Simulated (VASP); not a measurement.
Runs of VASP 6.6.1 on BaS. The structure is that of space group Fm-3m (No. 225), or close to it. The cells are those of the table. 

| task | cell | cutoff (eV) | gap on the mesh (eV) | pressure (GPa) |
| --- | --- | --- | --- | --- |
| electric field gradients | a = 4.539, b = 4.539, c = 4.562 Å, angles 59.8, 59.8, 60.3°, 2 atoms | 400 | 1.97 | -2.6 |
| electric field gradients | a = 4.562, b = 4.562, c = 4.607 Å, angles 59.7, 59.7, 60.7°, 2 atoms | 400 | 1.98 | -3.3 |
| single point | a = 4.539, b = 4.539, c = 4.562 Å, angles 59.8, 59.8, 60.3°, 2 atoms | 500 | 1.97 | -2.6 |
| electric field gradients | a = 4.472 Å, angles 61.3°, 2 atoms | 400 | 1.91 | -1.8 |
| electric field gradients | a = 4.472, b = 4.472, c = 4.426 Å, angles 60.3, 60.3, 59.3°, 2 atoms | 400 | (a) | 0.1 |
| single point | a = 4.562, b = 4.562, c = 4.607 Å, angles 59.7, 59.7, 60.7°, 2 atoms | 500 | 1.98 | -3.3 |

Alike in all rows: level LDA; potentials or basis VASP PAW LDA potentials, release 64 (Ba_sv, S); no spin polarisation; k mesh 7 × 7 × 7; smearing fermi-dirac 0.01 eV.

**Question.** Fill in the values left out.

**Answer.** (a) 1.86.

Caveats: spin-orbit coupling is left out, which moves the levels of the heavy elements; an odd mesh through Γ misses points on the zone boundary, where band edges can lie; the cell stands under tension (at least some runs).

A k mesh can miss the band edges, and the runs leave out spin-orbit coupling on Ba.
